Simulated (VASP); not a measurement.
Input of a VASP 6.6.1 run:

The input INCAR:

```
PREC = Accurate
ENCUT = 520
EDIFF = 1E-6
ISMEAR = 0
SIGMA = 0.02
LREAL = False
LASPH = True
NELM = 60
ALGO = Normal
ISIF = 2
LWAVE = False
LCHARG = False
GGA = PE
NBANDS = 17
```

Contents of KPOINTS:

```
regular mesh
0
Gamma
  8 8 8
```

POSCAR

```
TePb
1.0
    0.1062328400      3.1623309200      3.2869253900
    3.2989298300      0.1354694600      3.2576887700
    3.2933148500      3.1274793200      0.1410844400
Te Pb
1 1
Direct
    0.5108382399      0.5002587543      0.5035776263
   -0.0108382399     -0.0002587543     -0.0035776263
```

Potentials or basis: VASP PAW PBE potentials, release 64 (Te, Pb_d).

The run is started by

```console
$ cat potpaw_PBE.64/Te/POTCAR potpaw_PBE.64/Pb_d/POTCAR > POTCAR
$ mpirun -np 1 vasp_std > vasp.out
```

**Question.** What does it give for the band gap on the k mesh?

**Answer.** 0.07 eV, indirect (least direct gap 0.35 eV).

**Question.** Predict the largest force.

**Answer.** 0.246 eV/Å.

**Question.** Estimate the pressure.

**Answer.** 5.6 GPa.

Forces in eV/Å, atoms in the order of the input:
```
Te   0.002 -0.240 -0.053
Pb  -0.002  0.240  0.053
```

Caveat: the cell differs from its parent crystal (atoms moved at random and the cell strained at random); spin-orbit coupling is left out, which moves the levels of the heavy elements. A k mesh can miss the band edges.
